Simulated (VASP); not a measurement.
# BN (zinc blende) (F-43m) in VASP: a series of runs

Runs on BN (zinc blende). Level: PBE. Tasks: vibrations by perturbation theory.

All numbers are computed with VASP 6.6.1; they aren't measurements. Logs are shortened: lines on timing, memory, paths and dates and some standing lists are left out, and cuts for length are marked.

### 1 The cell of the first run

The structure is cubic, space group F-43m (No. 216). The conventional cell has a = 3.566 Å, b = 3.566 Å, c = 3.566 Å, α = 90.00°, β = 90.00°, γ = 90.00°. B (site symmetry -43m) has 4 N at 1.54 Å within 2.1 Å. Within 2.1 Å of N (site symmetry -43m) lie 4 B at 1.54 Å.

### 2 Vibrations by perturbation theory, PBE

File INCAR:

```
ALGO = Normal
EDIFF = 1E-8
ENCUT = 600
GGA = PE
GGA_COMPAT = F
IBRION = 8
ISIF = 2
ISMEAR = 0
LASPH = T
LCHARG = F
LREAL = F
LWAVE = F
NBANDS = 11
NELM = 120
NSW = 1
PREC = Accurate
SIGMA = 0.01
```

File KPOINTS:

```
k-points
0
Gamma
  10 10 10
```

File POSCAR:

```
BN
1.0
    0.0000000000      1.7831699782      1.7831699782
    1.7831699782      0.0000000000      1.7831699782
    1.7831699782      1.7831699782      0.0000000000
B N
1 1
Direct
    0.0000000000      0.0000000000      0.0000000000
    0.2500000000      0.2500000000      0.2500000000
```

Potentials or basis: VASP PAW PBE potentials, release 64 (B, N).

The run is started by

```bash
$ cat potpaw_PBE.64/B/POTCAR potpaw_PBE.64/N/POTCAR > POTCAR
$ mpirun -np 1 vasp_std > vasp.out
```

OUTCAR:

```text
EDIFF = 1E-8
   ENCUT = 600
   GGA = PE
   IBRION = 8
   ISIF = 2
   ISMEAR = 0
   LASPH = T
   LREAL = F
   NELM = 120
   NSW = 1
   PREC = Accurate

 ion  position               nearest neighbor table
   1  0.000  0.000  0.000-   2 1.54   2 1.54   2 1.54   2 1.54
   2  0.250  0.250  0.250-   1 1.54   1 1.54   1 1.54   1 1.54

  LATTYP: Found a face centered cubic cell.
 ALAT       =     3.5663399564

  Lattice vectors:

 A1 = (   0.0000000000,   1.7831699782,   1.7831699782)
 A2 = (   1.7831699782,   0.0000000000,   1.7831699782)
 A3 = (   1.7831699782,   1.7831699782,   0.0000000000)

Analysis of symmetry for initial positions (statically):
=====================================================================
 Subroutine PRICEL returns:
 Original cell was already a primitive cell.

 Routine SETGRP: Setting up the symmetry group for a
 face centered cubic supercell.

 Subroutine GETGRP returns: Found 24 space group operations
 (whereof 24 operations were pure point group operations)
 out of a pool of 48 trial point group operations.

The static configuration has the point symmetry T_d .

Analysis of symmetry for dynamics (positions and initial velocities):
=====================================================================
 Subroutine PRICEL returns:
 Original cell was already a primitive cell.

 Routine SETGRP: Setting up the symmetry group for a
 face centered cubic supercell.

 Subroutine GETGRP returns: Found 24 space group operations
 (whereof 24 operations were pure point group operations)
 out of a pool of 48 trial point group operations.

The dynamic configuration has the point symmetry T_d .

 Subroutine INISYM returns: Found 24 space group operations
 (whereof 24 operations are pure point group operations),
 and found     1 'primitive' translations

----------------------------------------------------------------------------------------

[... 495 lines left out ...]
  external PRESSURE =     198.7911255 kB  Pullay stress =       0.0000000 kB

 VOLUME and BASIS-vectors are now :
 -----------------------------------------------------------------------------
  energy-cutoff  :      600.00
  volume of cell :       11.34
      direct lattice vectors                 reciprocal lattice vectors
     0.000000000  1.783169978  1.783169978    -0.280399517  0.280399517  0.280399517
     1.783169978  0.000000000  1.783169978     0.280399517 -0.280399517  0.280399517
     1.783169978  1.783169978  0.000000000     0.280399517  0.280399517 -0.280399517

 POSITION                                       TOTAL-FORCE (eV/Angst)
 -----------------------------------------------------------------------------------
      0.00000      0.00000      0.00000        -0.000000     -0.000000      0.000000
      0.89158      0.89158      0.89158         0.000000      0.000000     -0.000000
 -----------------------------------------------------------------------------------
    total drift:                                0.000000      0.000000      0.000000

  FREE ENERGIE OF THE ION-ELECTRON SYSTEM (eV)
  ---------------------------------------------------
  free  energy   TOTEN  =       -17.4190747819 eV

  energy  without entropy=      -17.4190747819  energy(sigma->0) =      -17.41907478

[... ionic steps 2 to 3 ...]

--------------------------------------- Ionic step        4  -------------------------------------------

------------------------ aborting loop because EDIFF is reached ----------------------------------------

[... ionic steps 5 to 6 ...]

--------------------------------------- Ionic step        7  -------------------------------------------

 Free energy of the ion-electron system (eV)
  ---------------------------------------------------
  ---------------------------------------------------
  free energy    TOTEN  =        -0.23151797 eV

  energy without entropy =       -0.23151797

------------------------ aborting loop because EDIFF is reached ----------------------------------------

 INTERNAL STRAIN TENSOR  FOR ION    2  DIRECTION 1   (eV/Angst):
 -----------------------------------------------------------------------------
    -0.02219  0.00000  0.00000
     0.00000  0.01239 -3.87844
     0.00000 -3.87844  0.01239

 INTERNAL STRAIN TENSOR FOR ION    2 for displacements in x,y,z  (eV/Angst):
          X           Y           Z          XY          YZ          ZX
  --------------------------------------------------------------------------------
  x     0.00000    -0.00000    -0.00000     0.00000    -3.87844     0.00000
  y    -0.00000     0.00000    -0.00000     0.00000     0.00000    -3.87844
  z    -0.00000    -0.00000     0.00000    -3.87844     0.00000     0.00000

 SECOND DERIVATIVES (NOT SYMMETRIZED)
 ------------------------------------
               1X          1Y          1Z          2X          2Y          2Z
  1X   -26.758506    0.000000    0.000000   26.758506    0.000000    0.000000
  1Y     0.000000  -26.758506    0.000000    0.000000   26.758506    0.000000
  1Z     0.000000    0.000000  -26.758506    0.000000    0.000000   26.758506
  2X    26.752920    0.000000    0.000000  -26.752920    0.000000    0.000000
  2Y     0.000000   26.752920    0.000000    0.000000  -26.752920    0.000000
  2Z     0.000000    0.000000   26.752920    0.000000    0.000000  -26.752920

 Eigenvectors and eigenvalues of the dynamical matrix
 ----------------------------------------------------

   1 f  =   32.740125 THz   205.712272 2PiTHz 1092.093014 cm-1   135.402216 meV
             X         Y         Z           dx          dy          dz
      0.000000  0.000000  0.000000     0.751222    0.000000    0.000000
      0.891585  0.891585  0.891585    -0.660049    0.000000    0.000000
[... 21 lines left out ...]
   6 f/i=    0.001695 THz     0.010647 2PiTHz    0.056525 cm-1     0.007008 meV
             X         Y         Z           dx          dy          dz
      0.000000  0.000000  0.000000     0.325713    0.057238   -0.571227
      0.891585  0.891585  0.891585     0.370704    0.065144   -0.650131

--------------------------------------------------------------------------------------------------------

 ELASTIC MODULI CONTR FROM IONIC RELAXATION (kBar)
 Direction    XX          YY          ZZ          XY          YZ          ZX
 --------------------------------------------------------------------------------
 XX          -0.0000     -0.0000     -0.0000     -0.0000     -0.0000     -0.0000
 YY          -0.0000     -0.0000     -0.0000     -0.0000      0.0000     -0.0000
 ZZ          -0.0000     -0.0000     -0.0000     -0.0000     -0.0000     -0.0000
 XY          -0.0000     -0.0000     -0.0000    -75.5863     -0.0000      0.0000
 YZ          -0.0000      0.0000     -0.0000     -0.0000    -75.5863     -0.0000
 ZX          -0.0000     -0.0000     -0.0000      0.0000     -0.0000    -75.5863
 --------------------------------------------------------------------------------
```

OSZICAR:

```text
N       E                     dE             d eps       ncg     rms          rms(c)
DAV:   1     0.138428210059E+02    0.13843E+02   -0.54371E+03  1034   0.819E+02
DAV:   2    -0.178820792243E+02   -0.31725E+02   -0.30983E+02  1253   0.192E+02
[... 37 lines left out ...]
RMM:   6    -0.231522405795E+00   -0.11456E-04    0.13993E-06  6192   0.149E-03    0.576E-04
RMM:   7    -0.231517939024E+00    0.44668E-05    0.67075E-07  6406   0.690E-04    0.573E-05
RMM:   8    -0.231518090661E+00   -0.15164E-06    0.92497E-09  6308   0.533E-05    0.282E-05
RMM:   9    -0.231517948829E+00    0.14183E-06   -0.21720E-08  6528   0.452E-05    0.312E-06
RMM:  10    -0.231517961402E+00   -0.12574E-07   -0.11686E-08  6048   0.733E-06    0.105E-06
RMM:  11    -0.231517966708E+00   -0.53059E-08   -0.10430E-08  5601   0.675E-06    0.157E-07
 Linear response finished
```

It took 43 s on 1 thread of Intel Xeon Platinum 8559C (Emerald Rapids), shared host; peak memory 0.17 GiB.

Results:

| Quantity | Value |
| --- | --- |
| Highest phonon frequency at Γ, LO-TO splitting left out | 1092 cm⁻¹ |

Phonon frequencies in cm⁻¹ (negative: imaginary):
```tsv
q point	frequencies
(0.000, 0.000, 0.000)	0 0 0 1092 1092 1092
```

Caveat: the cell wasn't relaxed at this level first, which shifts response properties.

(Continued in part 2 of 2.)
